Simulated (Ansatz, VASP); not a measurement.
## Hf: VASP beside Ansatz

```
Hf
1.0
     3.26985    0.00000    0.00000
    -1.63492    2.83177    0.00000
     0.00000    0.00000   10.45264
Hf
4
Direct
  0.00000 0.00000 0.00000
  0.00000 0.00000 0.50000
  0.33333 0.66667 0.25000
  0.66667 0.33333 0.75000
```

Alike in both runs: task single point; functional BLYP; k mesh 13 × 13 × 4; occupations fermi-dirac, width 0.1 eV; no spin polarisation.

```csv
,VASP,Ansatz
version,VASP 6.6.1,Ansatz 0.2.0
potentials or method,"VASP PAW PBE potentials, release 64 (Hf_pv), cutoff 520 eV","plane waves (420 eV) with PAW, scalar-relativistic"
valence electrons in the cell,40,104
```

|  | VASP | Ansatz | Ansatz less VASP |
| --- | --- | --- | --- |
| pressure (GPa) | -3.7 | -3.6 | +0.02 |
| traceless stress, the component that is largest in VASP (GPa) | -0.08 | -0.05 | +0.025 |

VASP's potentials were made for PBE, not for BLYP. VASP's potentials hold 40 valence electrons a cell and Ansatz's 104, so a difference there can come from the potentials and not from the codes.

Neither program's run includes spin-orbit coupling.
